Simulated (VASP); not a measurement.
# Co (Fm-3m) in VASP: notebook

Runs on Co. Level: PBE. Tasks: single point.

Everything below comes from runs of VASP 6.6.1. Logs are shortened: lines on timing, memory, paths and dates and some standing lists are left out, and cuts for length are marked.

## 1. The cell of the first run

The structure is cubic, space group Fm-3m (No. 225). The conventional cell has a = 3.592 Å, b = 3.592 Å, c = 3.592 Å, α = 90.00°, β = 90.00°, γ = 90.00°. Co (site symmetry m-3m) has 12 Co at 2.54 Å within 3.4 Å.

This isn't the form of Co at room conditions, which is hcp.

## 2. Single point, PBE, collinear spin, ferromagnetic start

Contents of INCAR:

```
SYSTEM = Co
PREC = Accurate
ENCUT = 520
EDIFF = 1E-7
ISMEAR = -1
SIGMA = 0.1
LREAL = .FALSE.
LASPH = .TRUE.
NELM = 150
ALGO = Normal
ISIF = 2
LWAVE = .FALSE.
LCHARG = .FALSE.
ISPIN = 2
MAGMOM = 1.97 1.97
LORBIT = 11
LMAXMIX = 4
GGA = PE
NBANDS = 20
```

Contents of KPOINTS:

```
regular mesh
0
G
  7 14 14
  0 0 0
```

Contents of POSCAR:

```
Co
1.0
    0.0000000000      3.5921000000      3.5921000000
    1.7960500000      0.0000000000      1.7960500000
    1.7960500000      1.7960500000      0.0000000000
Co
2
Direct
    0.0000000000      0.0000000000      0.0000000000
    0.5000000000      0.0000000000      0.0000000000
```

Potentials or basis: VASP PAW PBE potentials, release 64 (Co).

The run is started by

```console
$ cat potpaw_PBE.64/Co/POTCAR > POTCAR
$ mpirun -np 1 vasp_std > vasp.out
```

OUTCAR:

```text
SYSTEM = Co
   PREC = Accurate
   ENCUT = 520
   EDIFF = 1E-7
   ISMEAR = -1
   LREAL = .FALSE.
   LASPH = .TRUE.
   NELM = 150
   ISIF = 2
   ISPIN = 2
   LORBIT = 11
   GGA = PE

 ion  position               nearest neighbor table
   1  0.000  0.000  0.000-   2 2.54   2 2.54   2 2.54   2 2.54   2 2.54   2 2.54
   2  0.500  0.000  0.000-   1 2.54   1 2.54   1 2.54   1 2.54   1 2.54   1 2.54

  LATTYP: Found a trigonal (rhomboedric) cell.
 ALAT       =     4.3994060525
 COS(alpha) =     0.8333333333

  Lattice vectors:

 A1 = (   1.7960500000,  -1.7960500000,  -3.5921000000)
 A2 = (   3.5921000000,  -1.7960500000,  -1.7960500000)
 A3 = (   1.7960500000,  -3.5921000000,  -1.7960500000)

Analysis of symmetry for initial positions (statically):
=====================================================================
 Subroutine PRICEL returns following result:

  LATTYP: Found a face centered cubic cell.
 ALAT       =     3.5921000000

  Lattice vectors:

 A1 = (   0.0000000000,   1.7960500000,   1.7960500000)
 A2 = (   1.7960500000,   0.0000000000,   1.7960500000)
 A3 = (   1.7960500000,   1.7960500000,   0.0000000000)

   2 primitive cells build up your supercell.

 Routine SETGRP: Setting up the symmetry group for a
 trigonal (rhombohedral) supercell.

 Subroutine GETGRP returns: Found 12 space group operations
 (whereof 12 operations were pure point group operations)
 out of a pool of 12 trial point group operations.

The static configuration has the point symmetry D_3d.

Analysis of symmetry for dynamics (positions and initial velocities):
=====================================================================
 Subroutine PRICEL returns following result:

  LATTYP: Found a face centered cubic cell.
 ALAT       =     3.5921000000

  Lattice vectors:

 A1 = (   0.0000000000,   1.7960500000,   1.7960500000)
 A2 = (   1.7960500000,   0.0000000000,   1.7960500000)
 A3 = (   1.7960500000,   1.7960500000,   0.0000000000)

   2 primitive cells build up your supercell.

 Routine SETGRP: Setting up the symmetry group for a
 trigonal (rhombohedral) supercell.

 Subroutine GETGRP returns: Found 12 space group operations
 (whereof 12 operations were pure point group operations)
 out of a pool of 12 trial point group operations.

The dynamic configuration has the point symmetry D_3d.

Analysis of structural, dynamic, and magnetic symmetry:
=====================================================================
 Subroutine PRICEL returns following result:

  LATTYP: Found a face centered cubic cell.
 ALAT       =     3.5921000000

  Lattice vectors:

 A1 = (   0.0000000000,   1.7960500000,   1.7960500000)
 A2 = (   1.7960500000,   0.0000000000,   1.7960500000)
 A3 = (   1.7960500000,   1.7960500000,   0.0000000000)

   2 primitive cells build up your supercell.

 Routine SETGRP: Setting up the symmetry group for a
 trigonal (rhombohedral) supercell.

 Subroutine GETGRP returns: Found 12 space group operations
 (whereof 12 operations were pure point group operations)
 out of a pool of 12 trial point group operations.

The overall configuration has the point symmetry D_3d.

 Subroutine INISYM returns: Found 12 space group operations
 (whereof 12 operations are pure point group operations),
 and found     2 'primitive' translations

----------------------------------------------------------------------------------------

                                     Primitive cell

  volume of cell :      11.5874

  direct lattice vectors                    reciprocal lattice vectors
     0.000000000  1.796050000  1.796050000    -0.278388686  0.278388686  0.278388686
     1.796050000  0.000000000  1.796050000     0.278388686 -0.278388686  0.278388686
     1.796050000  1.796050000  0.000000000     0.278388686  0.278388686 -0.278388686

  length of vectors
     2.539998269  2.539998269  2.539998269     0.482183349  0.482183349  0.482183349

  position of ions in fractional coordinates (direct lattice)
     0.000000000  0.000000000  0.000000000

  ion indices of the primitive-cell ions
   primitive index   ion index
                 1           1

----------------------------------------------------------------------------------------

 KPOINTS: regular mesh

Automatic generation of k-mesh.
 Grid dimensions read from file:
 generate k-points for:    7   14   14

 Generating k-lattice:

  Cartesian coordinates                     Fractional coordinates (reciprocal lattice)
    -0.019884906  0.019884906  0.019884906     0.142857143  0.000000000  0.000000000
     0.019884906 -0.019884906  0.019884906     0.000000000  0.071428571  0.000000000
     0.019884906  0.019884906 -0.019884906     0.000000000  0.000000000  0.071428571

  Length of vectors
     0.034441668  0.034441668  0.034441668

  Shift w.r.t. Gamma in fractional coordinates (k-lattice)
     0.000000000  0.000000000  0.000000000

 -----------------------------------------------------------------------------
|                                                                             |
|           W    W    AA    RRRRR   N    N  II  N    N   GGGG   !!!           |
|           W    W   A  A   R    R  NN   N  II  NN   N  G    G  !!!           |
|           W    W  A    A  R    R  N N  N  II  N N  N  G       !!!           |
|           W WW W  AAAAAA  RRRRR   N  N N  II  N  N N  G  GGG   !            |
|           WW  WW  A    A  R   R   N   NN  II  N   NN  G    G                |
|           W    W  A    A  R    R  N    N  II  N    N   GGGG   !!!           |
|                                                                             |
|     Your reciprocal lattice and k-lattice belong to different lattice       |
|     classes:                                                                |
|                                                                             |
|        The reciprocal lattice is rhombohedral (trigonal),                   |
|        whereas your k-lattice is body-centered cubic.                       |
|                                                                             |
|     Results are often still useful ...                                      |
|                                                                             |
 -----------------------------------------------------------------------------

 Subroutine IBZKPT returns following result:
 ===========================================

 Found    144 irreducible k-points:

 Following reciprocal coordinates:
            Coordinates               Weight
  0.000000  0.000000  0.000000      1.000000
  0.142857  0.000000  0.000000      2.000000
  0.285714  0.000000  0.000000      2.000000
  0.428571  0.000000  0.000000      2.000000
  0.000000  0.071429  0.000000      6.000000
  0.142857  0.071429  0.000000      6.000000
[... 16 lines left out ...]
 -0.428571  0.214286  0.000000      6.000000
 -0.285714  0.214286  0.000000      6.000000
 [... further k-points ...]
   k-points           NKPTS =    144   k-points in BZ     NKDIM =    144   number of bands    NBANDS=     20
   number of dos      NEDOS =    301   number of ions     NIONS =      2
   total plane-waves  NPLWV =  16000
   dimension x,y,z NGX =    40 NGY =   20 NGZ =   20
   dimension x,y,z NGXF=    80 NGYF=   40 NGZF=   40
   ions per type =               2
   NGX,Y,Z   is equivalent  to a cutoff of  13.09, 13.09, 13.09 a.u.
   NGXF,Y,Z  is equivalent  to a cutoff of  26.18, 26.18, 26.18 a.u.
 SYSTEM =  Co
   PREC   = accura    normal or accurate (medium, high low for compatibility)
   ISTART =      0    job   : 0-new  1-cont  2-samecut
   ICHARG =      2    charge: 1-file 2-atom 10-const
   ISPIN  =      2    spin polarized calculation?
   LNONCOLLINEAR =      F non collinear calculations
   LSORBIT =      F    spin-orbit coupling
   LASPH  =      T    aspherical Exc in radial PAW
   ENCUT  =  520.0 eV  38.22 Ry    6.18 a.u.   9.45  4.72  4.72*2*pi/ulx,y,z
   NELM   =    150;   NELMIN=  2; NELMDL= -5     # of ELM steps
   EDIFF  = 0.1E-06   stopping-criterion for ELM
   LREAL  =      F    real-space projection
   EDIFFG = 0.1E-05   stopping-criterion for IOM
   NSW    =      0    number of steps for IOM
   IBRION =     -1    ionic relax: 0-MD 1-quasi-New 2-CG
   NFREE  =      0    steps in history (QN), initial steepest desc. (CG)
   ISIF   =      2    stress and relaxation
   ISYM   =      2    0-nonsym 1-usesym 2-fastsym
   POTIM  = 0.5000    time-step for ionic-motion
   TEBEG  =    0.0;   TEEND  =   0.0 temperature during run
   PSTRESS=    0.0 pullay stress
   NELECT =      18.0000    total number of electrons
   NUPDOWN=      -1.0000    fix difference up-down
   EMIN   =  10.00;   EMAX   =-10.00  energy-range for DOS
   EFERMI =   0.00;   METHOD = LEGACY
   ISMEAR =    -1;   SIGMA  =   0.10  broadening in eV -4-tet -1-fermi 0-gaus
   EFERMI_NEDOS =   21; number of points for ismear=-14 and -15
   IALGO  =     38    algorithm
   IMIX   =      4    mixing-type and parameters
     AMIX     =   0.40;   BMIX     =  1.00
     AMIX_MAG =   1.60;   BMIX_MAG =  1.00
  volume/ion in A,a.u.               =      11.59        78.20
  Fermi-wavevector in a.u.,A,eV,Ry     =   1.504852  2.843759 30.811493  2.264581
  Thomas-Fermi vector in A             =   2.615778
   LORBIT       =     11    0 simple, 1 ext, 2 COOP (PROOUT), +10 PAW based schemes
   GGA     = PE    functional components
   LHFCALC =     F    Hartree Fock is set to
   AEXX    =    0.0000 exact exchange contribution
   IVDW    =     0    specifies the selected vdW correction
   LEPSILON=     F    determine dielectric tensor
   LRPA    =     F    only Hartree local field effects (RPA)
 spin polarized calculation
  energy-cutoff  :      520.00
  volume of cell :       23.17
 maximum number of plane-waves:       641
 NGX is ok and might be reduce to    40
   NGX = 19   NGY =  9   NGZ =  9

 number of electron      18.0000011 magnetization       3.4043178

 Free energy of the ion-electron system (eV)
  ---------------------------------------------------
  ext. energy  EPLUGINS =         0.00000000
  ---------------------------------------------------
  free energy    TOTEN  =       -14.02426574 eV

  energy without entropy =      -13.94302219  energy(sigma->0) =      -13.98364397

 E-fermi :   9.4640     XC(G=0): -13.0229

 val. band max:        9.4564625740   @ k =  -0.1429   0.2143   0.0714
 cond. band min:       9.4656393946   @ k =   0.0000  -0.3571   0.2857
 fundamental gap:      0.0091768206
 Fermi energy:         9.4640349975

 spin component 1

 k-point     1 :       0.0000    0.0000    0.0000
  band No.  band energies     occupation
      1       0.8154      1.00000
      2       4.5238      1.00000
      3       6.6755      1.00000
      4       6.6755      1.00000
      5       6.8094      1.00000
      6       6.8094      1.00000
[... 12 lines left out ...]
     19      35.7735      0.00000
     20      35.8222      0.00000
[... 507 lines left out ...]
 k-point    24 :      -0.2857    0.2143    0.0000
  band No.  band energies     occupation
      1       3.6732      1.00000
      2       4.3665      1.00000
      3       5.8277      1.00000
      4       6.2850      1.00000
      5       6.8284      1.00000
      6       6.8788      1.00000
[... 12 lines left out ...]
     19      34.1985      0.00000
     20      35.5774      0.00000

 [... further k-points ...]

 spin component 2

 k-point     1 :       0.0000    0.0000    0.0000
  band No.  band energies     occupation
      1       0.8280      1.00000
      2       5.4670      1.00000
      3       8.4347      0.99997
      4       8.4347      0.99997
      5       8.4347      0.99997
      6       8.4440      0.99996
[... 12 lines left out ...]
     19      35.9513      0.00000
     20      35.9520      0.00000
[... 507 lines left out ...]
 k-point    24 :      -0.2857    0.2143    0.0000
  band No.  band energies     occupation
      1       3.7911      1.00000
      2       4.7119      1.00000
      3       7.2143      1.00000
      4       7.7009      1.00000
      5       8.4928      0.99994
      6       8.5359      0.99991
[... 12 lines left out ...]
     19      34.1577      0.00000
     20      35.8894      0.00000

 [... further k-points ...]

------------------------ aborting loop because EDIFF is reached ----------------------------------------

  FORCE on cell =-STRESS in cart. coord.  units (eV):
  Direction    XX          YY          ZZ          XY          YZ          ZX
  --------------------------------------------------------------------------------------
  -------------------------------------------------------------------------------------
  Total       -1.5632409     -1.5632409     -1.5632409      0.0000033     -0.0000033      0.0000033
  in kB     -108.0740016   -108.0740016   -108.0740016      0.0002260     -0.0002260      0.0002260
  external PRESSURE =    -108.0740016 kB  Pullay stress =       0.0000000 kB

 VOLUME and BASIS-vectors are now :
 -----------------------------------------------------------------------------
  energy-cutoff  :      520.00
  volume of cell :       23.17
      direct lattice vectors                 reciprocal lattice vectors
     0.000000000  3.592100000  3.592100000    -0.139194343  0.139194343  0.139194343
     1.796050000  0.000000000  1.796050000     0.278388686 -0.278388686  0.278388686
     1.796050000  1.796050000  0.000000000     0.278388686  0.278388686 -0.278388686

 POSITION                                       TOTAL-FORCE (eV/Angst)
 -----------------------------------------------------------------------------------
      0.00000      0.00000      0.00000         0.000000      0.000000      0.000000
      0.00000      1.79605      1.79605        -0.000000     -0.000000     -0.000000
 -----------------------------------------------------------------------------------
    total drift:                               -0.000000     -0.000000     -0.000000

  FREE ENERGIE OF THE ION-ELECTRON SYSTEM (eV)
  ---------------------------------------------------
  free  energy   TOTEN  =       -14.0242657379 eV

  energy  without entropy=      -13.9430221933  energy(sigma->0) =      -13.98364397

 total charge

# of ion       s       p       d       tot
------------------------------------------
    1        0.465   0.470   7.216   8.151
    2        0.465   0.470   7.216   8.151
--------------------------------------------------
tot          0.930   0.941  14.431  16.301

 magnetization (x)

# of ion       s       p       d       tot
------------------------------------------
    1       -0.011  -0.046   1.788   1.731
    2       -0.011  -0.046   1.788   1.731
--------------------------------------------------
tot         -0.021  -0.093   3.575   3.461
```

Wall time 1.7 min (1 thread of Intel Xeon Platinum 8488C (Sapphire Rapids), shared host); peak memory 0.22 GiB.

What came out:

```yaml
Free_energy: -14.0243 eV
Pressure: -10.8 GPa
Net_moment: 3.40 μB per cell
Site_moments: Co +1.73 μB
Valence_electrons_inside_the_program's_atomic_spheres: Co 8.15
```

Caveat: the cell stands under tension.

## 3. Single point, PBE, collinear spin, ferromagnetic start

Contents of INCAR:

```
  PREC = Accurate
  ENCUT = 520
  EDIFF = 1E-6
  ISMEAR = -1
  SIGMA = 0.1
  LREAL = F
  LASPH = T
  NELM = 150
  ALGO = Normal
  ISIF = 2
  LWAVE = F
  LCHARG = F
  ISPIN = 2
  MAGMOM = 3 3
  LORBIT = 11
  LMAXMIX = 4
  GGA = PE
  NBANDS = 20
```

Contents of KPOINTS:

```
Automatic mesh
0
Gamma
  7 14 14
```

POSCAR is that of step 2.

Potentials or basis: VASP PAW PBE potentials, release 64 (Co).

The run is started by

```console
$ cat potpaw_PBE.64/Co/POTCAR > POTCAR
$ mpirun -np 1 vasp_std > vasp.out
```

It took 1.7 min on 1 thread of Intel Xeon Platinum 8488C (Sapphire Rapids), shared host; peak memory 0.22 GiB.

The run converged. Its results:

```yaml
Free_energy: -14.0243 eV
Pressure: -10.8 GPa
Net_moment: 3.40 μB per cell
Site_moments: Co +1.73 μB
Valence_electrons_inside_the_program's_atomic_spheres: Co 8.15
```

Levels at points of the mesh, in eV from the Fermi level:
Spin up:
```tsv
k point	band 9	band 10	band 11	band 12	band 13	band 14
(0.00, 0.00, 0.00)	-1.75	-0.92	-0.92	-0.26	5.54	21.06
(0.00, 0.50, 0.00)	-0.67	-0.67	-0.26	2.39	5.54	8.89
```
Spin down:
| k point | band 3 | band 4 | band 5 | band 6 | band 7 | band 8 | band 9 | band 10 | band 11 | band 12 |
| --- | --- | --- | --- | --- | --- | --- | --- | --- | --- | --- |
| (0.00, 0.00, 0.00) | -1.03 | -1.03 | -1.03 | -1.02 | -1.02 | -0.31 | 0.32 | 0.32 | 1.05 | 1.05 |
| (0.00, 0.50, 0.00) | -3.09 | -1.02 | -1.02 | -0.31 | 1.05 | 1.05 | 1.12 | 1.20 | 1.20 | 2.38 |

Caveat: the cell stands under tension.

## 4. Single point, PBE, collinear spin, antiferromagnetic start

Contents of INCAR:

```
  ALGO = Normal
  EDIFF = 1E-7
  ENCUT = 520
  GGA = PE
  ISIF = 2
  ISMEAR = -1
  ISPIN = 2
  LASPH = T
  LCHARG = F
  LMAXMIX = 4
  LORBIT = 11
  LREAL = F
  LWAVE = F
  MAGMOM = 3 -3
  NBANDS = 20
  NELM = 150
  PREC = Accurate
  SIGMA = 0.1
```

Contents of KPOINTS:

```
k-points
0
Gamma
  7 14 14
```

POSCAR is that of step 3.

The run is started by

```console
$ cat potpaw_PBE.64/Co/POTCAR > POTCAR
$ mpirun -np 1 vasp_std > vasp.out
```

Wall time 2.5 min (1 thread of Intel Xeon Platinum 8488C (Sapphire Rapids), shared host); peak memory 0.22 GiB.

Results (log left out):

```
Free energy                                           : -13.6077 eV
Pressure                                              : -15.2 GPa
Band gap on the k mesh                                : zero (filled and empty bands overlap)
Net moment                                            : 0.00 μB per cell
Site moments                                          : Co +1.21, -1.21 μB
Valence electrons inside the program's atomic spheres : Co 8.15
```

Stress tensor (GPa, compression positive):
```
-15.19  -1.72  -1.72
 -1.72 -15.19   1.72
 -1.72   1.72 -15.19
```

Levels at points of the mesh, in eV from the Fermi level:
Spin up:
| k point | band 7 | band 8 | band 9 | band 10 | band 11 | band 12 |
| --- | --- | --- | --- | --- | --- | --- |
| (0.00, 0.00, 0.00) | -1.66 | -0.51 | -0.51 | -0.14 | 0.46 | 0.46 |
| (0.00, 0.50, 0.00) | -0.12 | 0.05 | 0.42 | 0.52 | 0.96 | 2.54 |
Spin down:
```
           k point  band 5  band 6  band 7  band 8  band 9  band 10  band 11  band 12  band 13  band 14
(0.00, 0.00, 0.00)   -1.72   -1.66   -1.66   -0.51   -0.51    -0.14     0.46     0.46     6.18    21.07
(0.00, 0.50, 0.00)   -1.71   -0.42   -0.12    0.05    0.42     0.52     0.96     2.54     6.19     9.49
```

Caveat: the cell stands under tension.

## 5. Single point, PBE, collinear spin, ferromagnetic start

Contents of INCAR:

```
  ALGO = Normal
  EDIFF = 1E-7
  ENCUT = 520
  GGA = PE
  ISIF = 2
  ISMEAR = -1
  ISPIN = 2
  LASPH = True
  LCHARG = True
  LELF = True
  LMAXMIX = 4
  LORBIT = 11
  LREAL = False
  LVHAR = True
  LWAVE = False
  MAGMOM = 0.3 0.3
  NBANDS = 20
  NELM = 150
  PREC = Accurate
  SIGMA = 0.1
```

KPOINTS is that of step 4.

POSCAR is that of step 4.

The run is started by

```console
$ cat potpaw_PBE.64/Co/POTCAR > POTCAR
$ mpirun -np 1 vasp_std > vasp.out
```

Run time: 2.2 min. Hardware: 1 thread of Intel Xeon Platinum 8488C (Sapphire Rapids), shared host; peak memory 0.22 GiB.

It converged, with:

```yaml
Free_energy: -13.5555 eV
Pressure: -21.9 GPa
Band_gap_on_the_k_mesh: zero (filled and empty bands overlap)
Net_moment: 0.00 μB per cell
Valence_electrons_inside_the_program's_atomic_spheres: Co 8.15
```

Levels at points of the mesh, in eV from the Fermi level:
Spin up:
| k point | band 6 | band 7 | band 8 | band 9 | band 10 | band 11 | band 12 | band 13 |
| --- | --- | --- | --- | --- | --- | --- | --- | --- |
| (0.00, 0.00, 0.00) | -1.60 | -1.60 | -0.47 | -0.47 | 0.03 | 0.29 | 0.29 | 6.30 |
| (0.00, 0.50, 0.00) | 0.03 | 0.28 | 0.29 | 0.29 | 0.48 | 0.48 | 2.69 | 6.30 |
Spin down:
```tsv
k point	band 7	band 8	band 9	band 10	band 11	band 12
(0.00, 0.00, 0.00)	-1.60	-0.47	-0.47	0.03	0.29	0.29
(0.00, 0.50, 0.00)	0.27	0.29	0.29	0.48	0.48	2.69
```

Caveat: the cell stands under tension.
